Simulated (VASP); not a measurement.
# NaH in VASP: further runs

Runs on NaH. Level: HSE06. Tasks: single point.

All numbers are computed with VASP 6.6.1; they aren't measurements. Logs are shortened: lines on timing, memory, paths and dates and some standing lists are left out, and cuts for length are marked.

**1. The cell of the first run**

It takes space group Fm-3m (No. 225, cubic). Conventional cell: a = 4.686 Å, b = 4.686 Å, c = 4.686 Å, α = 90.00°, β = 90.00°, γ = 90.00°. Within 3.1 Å of Na (site symmetry m-3m) lie 6 H at 2.34 Å. H (site symmetry m-3m) has 6 Na at 2.34 Å within 3.1 Å.

**2. Single point, HSE06 (strain -2.3%)**

POSCAR reads:

```
NaH
1.0
    0.0000000000      2.3428490071      2.3428490071
    2.3428490071      0.0000000000      2.3428490071
    2.3428490071      2.3428490071      0.0000000000
Na H
1 1
Direct
    0.0000000000      0.0000000000      0.0000000000
    0.5000000000      0.5000000000      0.5000000000
```

INCAR.step1 reads:

```
SYSTEM = NaH
ALGO = Normal
EDIFF = 1E-5
ENCUT = 520
GGA = PE
ISIF = 2
ISMEAR = 0
LASPH = .True.
LCHARG = .False.
LREAL = .False.
LWAVE = .True.
NBANDS = 11
NELM = 60
PREC = Accurate
SIGMA = 0.01
```

INCAR.step2 reads:

```
SYSTEM = NaH
ALGO = Normal
EDIFF = 1E-7
ENCUT = 520
GGA = PE
HFSCREEN = 0.2079
ISIF = 2
ISMEAR = 0
ISTART = 1
LASPH = .True.
LCHARG = .False.
LHFCALC = .True.
LREAL = .False.
LWAVE = .False.
NBANDS = 11
NELM = 60
PREC = Accurate
PRECFOCK = Normal
SIGMA = 0.01
```

KPOINTS reads:

```
k-points
0
Gamma
  6 6 6
  0 0 0
```

Potentials or basis: VASP PAW PBE potentials, release 64 (Na_pv, H).

On the command line:

```
$ cat potpaw_PBE.64/Na_pv/POTCAR potpaw_PBE.64/H/POTCAR > POTCAR
$ cp INCAR.step1 INCAR
$ mpirun -np 1 vasp_std > vasp.out
$ cp INCAR.step2 INCAR
$ mpirun -np 1 vasp_std > vasp.out
```

OUTCAR:

```text
SYSTEM = NaH
   EDIFF = 1E-7
   ENCUT = 520
   GGA = PE
   HFSCREEN = 0.2079
   ISIF = 2
   ISMEAR = 0
   ISTART = 1
   LASPH = .True.
   LHFCALC = .True.
   LREAL = .False.
   NELM = 60
   PREC = Accurate
   PRECFOCK = Normal

 ion  position               nearest neighbor table
   1  0.000  0.000  0.000-
   2  0.500  0.500  0.500-

  LATTYP: Found a face centered cubic cell.
 ALAT       =     4.6856980142

  Lattice vectors:

 A1 = (   0.0000000000,   2.3428490071,   2.3428490071)
 A2 = (   2.3428490071,   0.0000000000,   2.3428490071)
 A3 = (   2.3428490071,   2.3428490071,   0.0000000000)

Analysis of symmetry for initial positions (statically):
=====================================================================
 Subroutine PRICEL returns:
 Original cell was already a primitive cell.

 Routine SETGRP: Setting up the symmetry group for a
 face centered cubic supercell.

 Subroutine GETGRP returns: Found 48 space group operations
 (whereof 48 operations were pure point group operations)
 out of a pool of 48 trial point group operations.

The static configuration has the point symmetry O_h .

Analysis of symmetry for dynamics (positions and initial velocities):
=====================================================================
 Subroutine PRICEL returns:
 Original cell was already a primitive cell.

 Routine SETGRP: Setting up the symmetry group for a
 face centered cubic supercell.

 Subroutine GETGRP returns: Found 48 space group operations
 (whereof 48 operations were pure point group operations)
 out of a pool of 48 trial point group operations.

The dynamic configuration has the point symmetry O_h .

 Subroutine INISYM returns: Found 48 space group operations
 (whereof 48 operations are pure point group operations),
 and found     1 'primitive' translations

----------------------------------------------------------------------------------------

                                     Primitive cell

  volume of cell :      25.7195

  direct lattice vectors                    reciprocal lattice vectors
     0.000000000  2.342849007  2.342849007    -0.213415375  0.213415375  0.213415375
     2.342849007  0.000000000  2.342849007     0.213415375 -0.213415375  0.213415375
     2.342849007  2.342849007  0.000000000     0.213415375  0.213415375 -0.213415375

  length of vectors
     3.313288840  3.313288840  3.313288840     0.369646273  0.369646273  0.369646273
[... 87 lines left out ...]
   ISMEAR =     0;   SIGMA  =   0.01  broadening in eV -4-tet -1-fermi 0-gaus
   EFERMI_NEDOS =   21; number of points for ismear=-14 and -15
   IALGO  =     38    algorithm
   IMIX   =      1    mixing-type and parameters
     AMIX     =   0.40;   BMIX     =  1.00
     AMIX_MAG =   1.60;   BMIX_MAG =  1.00
  volume/ion in A,a.u.               =      12.86        86.78
  Fermi-wavevector in a.u.,A,eV,Ry     =   1.109219  2.096119 16.740148  1.230366
  Thomas-Fermi vector in A             =   2.245756
   LORBIT       =      0    0 simple, 1 ext, 2 COOP (PROOUT), +10 PAW based schemes
   GGA     = PE    functional components
   LHFCALC =     T    Hartree Fock is set to
   PRECFOCK=normal    Normal, Fast or Accurate (Low or Medium for compatibility)
   ENCUT4O =  -1.0   cutoff for four orbital integrals eV
   NKREDX  =     1    reduce k-point grid by
   NKREDY  =     1    reduce k-point grid by
   NKREDZ  =     1    reduce k-point grid by
   AEXX    =    0.2500 exact exchange contribution
   HFSCREEN=    0.2079 screening length (either q_TF or 0.3 A-1)
   HFSCREENC=   0.2079 screening length for correlation (either q_TF or 0.3 A-1)
   ENCUTFOCK=  -1.0 apply spherical cutoff to Coloumb kernel
   IVDW    =     0    specifies the selected vdW correction
   LEPSILON=     F    determine dielectric tensor
   LRPA    =     F    only Hartree local field effects (RPA)
 non-spin polarized calculation
 Gauss-broadening in eV      SIGMA  =   0.01
  energy-cutoff  :      520.00
  volume of cell :       25.72
 maximum number of plane-waves:       702
 NGX is ok and might be reduce to    28
  NGX = 20; NGY = 20; NGZ = 20

 number of electron       8.0000006 magnetization

 Free energy of the ion-electron system (eV)
  ---------------------------------------------------
  ext. energy  EPLUGINS =         0.00000000
  ---------------------------------------------------
  free energy    TOTEN  =        -5.74921746 eV

  energy without entropy =       -5.74921746  energy(sigma->0) =       -5.74921746

 E-fermi :  -1.4414     XC(G=0):  -6.7650

 val. band max:       -1.6159965239   @ k =  -0.3333   0.5000   0.1667
 cond. band min:       3.4240207168   @ k =   0.5000   0.0000   0.0000
 fundamental gap:      5.0400172406
 Fermi energy:        -1.4413871869

 k-point     1 :       0.0000    0.0000    0.0000
  band No.  band energies     occupation
      1     -25.7838      2.00000
      2     -25.7838      2.00000
      3     -25.7838      2.00000
      4      -5.8062      2.00000
      5      11.3048      0.00000
      6      16.1876      0.00000
      7      16.1876      0.00000
      8      16.1876      0.00000
      9      17.4270      0.00000
     10      17.4270      0.00000
     11      17.4270      0.00000
[... 197 lines left out ...]
 k-point    16 :      -0.3333    0.5000    0.1667
  band No.  band energies     occupation
      1     -25.8720      2.00000
      2     -25.8395      2.00000
      3     -25.8262      2.00000
      4      -1.6160      2.00000
      5       5.0016      0.00000
      6       7.0507      0.00000
      7       9.0618      0.00000
      8      15.5595      0.00000
      9      16.1639      0.00000
     10      21.9811      0.00000
     11      22.2288      0.00000

------------------------ aborting loop because EDIFF is reached ----------------------------------------

  FORCE on cell =-STRESS in cart. coord.  units (eV):
  Direction    XX          YY          ZZ          XY          YZ          ZX
  --------------------------------------------------------------------------------------
  -------------------------------------------------------------------------------------
  Total        0.3431518      0.3431518      0.3431518      0.0000000      0.0000000      0.0000000
  in kB       21.3763718     21.3763718     21.3763718      0.0000000      0.0000000      0.0000000
  external PRESSURE =      21.3763718 kB  Pullay stress =       0.0000000 kB

 VOLUME and BASIS-vectors are now :
 -----------------------------------------------------------------------------
  energy-cutoff  :      520.00
  volume of cell :       25.72
      direct lattice vectors                 reciprocal lattice vectors
     0.000000000  2.342849007  2.342849007    -0.213415375  0.213415375  0.213415375
     2.342849007  0.000000000  2.342849007     0.213415375 -0.213415375  0.213415375
     2.342849007  2.342849007  0.000000000     0.213415375  0.213415375 -0.213415375

 POSITION                                       TOTAL-FORCE (eV/Angst)
 -----------------------------------------------------------------------------------
      0.00000      0.00000      0.00000         0.000000      0.000000     -0.000000
      2.34285      2.34285      2.34285        -0.000000     -0.000000      0.000000
 -----------------------------------------------------------------------------------
    total drift:                                0.000002      0.000002      0.000002

  FREE ENERGIE OF THE ION-ELECTRON SYSTEM (eV)
  ---------------------------------------------------
  free  energy   TOTEN  =        -5.7492174558 eV

  energy  without entropy=       -5.7492174558  energy(sigma->0) =       -5.74921746
```

OUTCAR.step1:

```text
SYSTEM = NaH
   EDIFF = 1E-5
   ENCUT = 520
   GGA = PE
   ISIF = 2
   ISMEAR = 0
[... 436 lines left out ...]
      0.00000      0.00000      0.00000        -0.000000     -0.000000      0.000000
      2.34285      2.34285      2.34285         0.000000      0.000000     -0.000000
 -----------------------------------------------------------------------------------
    total drift:                               -0.000000     -0.000000      0.000000

  FREE ENERGIE OF THE ION-ELECTRON SYSTEM (eV)
  ---------------------------------------------------
  free  energy   TOTEN  =        -5.0686351152 eV

  energy  without entropy=       -5.0686351152  energy(sigma->0) =       -5.06863512
```

OSZICAR.step1:

```text
N       E                     dE             d eps       ncg     rms          rms(c)
DAV:   1     0.367793180573E+02    0.36779E+02   -0.49747E+03   358   0.813E+02
DAV:   2    -0.423957563556E+01   -0.41019E+02   -0.40356E+02   355   0.195E+02
DAV:   3    -0.549876012143E+01   -0.12592E+01   -0.12578E+01   451   0.325E+01
DAV:   4    -0.550642545753E+01   -0.76653E-02   -0.76642E-02   400   0.258E+00
DAV:   5    -0.550648017647E+01   -0.54719E-04   -0.54718E-04   403   0.216E-01    0.327E+00
DAV:   6    -0.516332817988E+01    0.34315E+00   -0.31164E-01   408   0.294E+00    0.154E+00
DAV:   7    -0.506456273779E+01    0.98765E-01   -0.32205E-01   394   0.228E+00    0.342E-01
DAV:   8    -0.506864879369E+01   -0.40861E-02   -0.92859E-03   388   0.101E+00    0.677E-02
DAV:   9    -0.506865106013E+01   -0.22664E-05   -0.10247E-03   403   0.361E-01    0.237E-02
DAV:  10    -0.506863268403E+01    0.18376E-04   -0.56794E-05   416   0.495E-02    0.402E-03
DAV:  11    -0.506863511520E+01   -0.24312E-05   -0.49804E-06   370   0.107E-02
   1 F= -.50686351E+01 E0= -.50686351E+01  d E =-.893751E-12
```

Run time: 17 min. Hardware: 1 thread of Intel Xeon 8259CL, shared host; peak memory 0.26 GiB.

Results:

```
Free energy            : -5.7492 eV
Pressure               : 2.1 GPa
Band gap on the k mesh : 5.04 eV (least direct gap 5.99 eV)
```

Levels at points of the mesh, in eV from the valence-band top:
| k point | band 1 | band 2 | band 3 | band 4 | band 5 | band 6 | band 7 | band 8 | band 9 |
| --- | --- | --- | --- | --- | --- | --- | --- | --- | --- |
| (0.00, 0.00, 0.00) | -24.17 | -24.17 | -24.17 | -4.19 | 12.92 | 17.80 | 17.80 | 17.80 | 19.04 |
| (0.50, 0.00, 0.00) | -24.29 | -24.18 | -24.18 | -0.95 | 5.04 | 12.91 | 15.48 | 15.48 | 18.96 |
| (0.50, 0.50, 0.00) | -24.27 | -24.21 | -24.21 | -0.15 | 5.94 | 11.70 | 12.67 | 12.67 | 14.35 |

Caveat: the cell differs from its parent crystal (strain -2.3%); the PAW data sets were made with another functional, which shifts forces and pressure a little. A k mesh can miss the band edges.

**3. Single point, HSE06 (epitaxial 111 strain +1.2%)**

POSCAR reads:

```
NaH
1.0
   -0.0254199634      2.4013419738      2.4013419738
    2.4013419738     -0.0254199634      2.4013419738
    2.4013419738      2.4013419738     -0.0254199634
Na H
1 1
Direct
    0.0000000000      0.0000000000      0.0000000000
    0.5000000000      0.5000000000      0.5000000000
```

INCAR.step1 reads:

```
SYSTEM = NaH
PREC = Accurate ; ENCUT = 520
EDIFF = 1E-5 ; ISMEAR = 0
SIGMA = 0.01 ; LREAL = .FALSE.
LASPH = .TRUE. ; NELM = 100
ALGO = Normal ; ISIF = 2
LWAVE = .TRUE. ; LCHARG = .FALSE.
GGA = PE ; NBANDS = 11
```

INCAR.step2 reads:

```
SYSTEM = NaH
PREC = Accurate ; ENCUT = 520
EDIFF = 1E-6 ; ISMEAR = 0
SIGMA = 0.01 ; LREAL = .FALSE.
LASPH = .TRUE. ; NELM = 100
ALGO = Normal ; ISIF = 2
LWAVE = .FALSE. ; LCHARG = .FALSE.
GGA = PE ; LHFCALC = .TRUE.
HFSCREEN = 0.2079 ; PRECFOCK = Normal
ISTART = 1 ; NBANDS = 11
```

KPOINTS reads:

```
Automatic mesh
0
G
  6 6 6
  0 0 0
```

Potentials or basis: VASP PAW PBE potentials, release 64 (Na_pv, H).

On the command line:

```
$ cat potpaw_PBE.64/Na_pv/POTCAR potpaw_PBE.64/H/POTCAR > POTCAR
$ cp INCAR.step1 INCAR
$ mpirun -np 1 vasp_std > vasp.out
$ cp INCAR.step2 INCAR
$ mpirun -np 1 vasp_std > vasp.out
```

It took 22 min on 1 thread of Intel Xeon 8259CL, shared host; peak memory 0.26 GiB.

It converged, with:

- Free energy: -5.7621 eV
- Pressure: -0.3 GPa
- Band gap on the k mesh: 4.82 eV (least direct gap 5.75 eV)

Stress tensor (GPa, compression positive):
```
-0.33  0.24  0.24
 0.24 -0.33  0.24
 0.24  0.24 -0.33
```

Levels at points of the mesh, in eV from the valence-band top:
```tsv
k point	band 2	band 3	band 4	band 5	band 6	band 7
(0.00, 0.00, 0.00)	-24.35	-24.35	-3.91	12.03	16.93	16.93
(0.50, 0.00, 0.00)	-24.36	-24.36	-0.93	4.82	12.26	14.80
(0.50, 0.50, 0.00)	-24.38	-24.38	-0.14	5.71	11.30	11.90
(0.50, 0.50, 0.50)	-24.36	-24.36	-0.83	4.95	12.10	14.70
```

Caveat: the cell differs from its parent crystal (epitaxial 111 strain +1.2%); the PAW data sets were made with another functional, which shifts forces and pressure a little. A k mesh can miss the band edges.
